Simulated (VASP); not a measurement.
Si2Sn:

```
Si Sn
1.0
     5.24461    0.00000    0.00000
    -2.62231    4.54197    0.00000
     0.00000    0.00000    4.90860
Si Sn
4 2
Direct
  0.00000 0.00000 0.50000
  0.33333 0.33333 0.00000
  0.00000 0.66667 0.00000
  0.66667 0.00000 0.00000
  0.66667 0.33333 0.50000
  0.33333 0.66667 0.50000
```

* Program: VASP 6.6.1
* Task: relaxation of cell and atoms
* Functional: PBE
* Potentials or basis: VASP PAW PBE potentials, release 64 (Si, Sn_d)
* Cutoff: 600 eV
* k mesh: 6 × 6 × 4
* Occupations: gaussian, width 0.1 eV
* Spin: no spin polarisation

At the start: pressure -0.3 GPa; volume 19.49 Å³/atom.

Q: How do energy, volume and symmetry change on relaxing?

A: Over 21 steps the energy falls by 122.5 meV/atom and the volume is 20.10 Å³/atom (+3.2 %); space group P-62m (No. 189, to 0.1 Å) before and after.

Step by step:
| step | energy change (eV) | largest force (eV/Å) | pressure (GPa) | volume (Å³) |
| --- | --- | --- | --- | --- |
| 1 | 0.0000 | 0.4688 | -0.28 | 116.93 |
| 2 | -0.0343 | 0.5031 | -0.02 | 116.36 |
| 3 | -0.1438 | 0.5878 | 0.91 | 114.65 |
| 4 | -0.3460 | 0.4181 | 3.89 | 111.27 |
| 5 | 1.1033 | 5.4842 | 20.25 | 104.64 |
| 6 | -0.3555 | 0.3586 | 4.29 | 110.92 |
| 7 | -0.3646 | 0.0455 | 5.98 | 109.67 |
| 8 | -0.3690 | 0.1506 | 5.25 | 110.19 |
| 9 | -0.3765 | 0.1185 | 5.28 | 110.22 |
| 10 | -0.3965 | 0.0108 | 5.39 | 110.32 |
| 11 | -0.4237 | 0.2473 | 5.69 | 110.52 |
| 12 | -0.4120 | 0.9651 | 6.79 | 110.92 |
| 13 | -0.4309 | 0.4554 | 5.98 | 110.66 |
| 14 | -0.4723 | 0.4419 | 5.48 | 111.33 |
| 15 | -0.5797 | 0.4297 | 4.25 | 113.35 |
| 16 | -0.6945 | 0.4833 | 2.26 | 117.41 |
| 17 | -0.7051 | 0.5140 | 1.62 | 118.95 |
| 18 | -0.7058 | 0.5236 | 1.39 | 119.56 |
| 19 | -0.7175 | 0.4009 | 1.04 | 119.80 |
| 20 | -0.7346 | 0.0645 | 0.09 | 120.51 |
| 21 | -0.7350 | 0.0158 | -0.06 | 120.62 |

Final structure:
```
Si Sn
1.0
     5.50316    0.00000    0.00000
    -2.75158    4.76588    0.00000
     0.00000    0.00000    4.59913
Si Sn
4 2
Direct
  0.00000 0.00000 0.50000
  0.26063 0.26063 0.00000
  0.00000 0.73937 0.00000
  0.73937 0.00000 0.00000
  0.66667 0.33333 0.50000
  0.33333 0.66667 0.50000
```
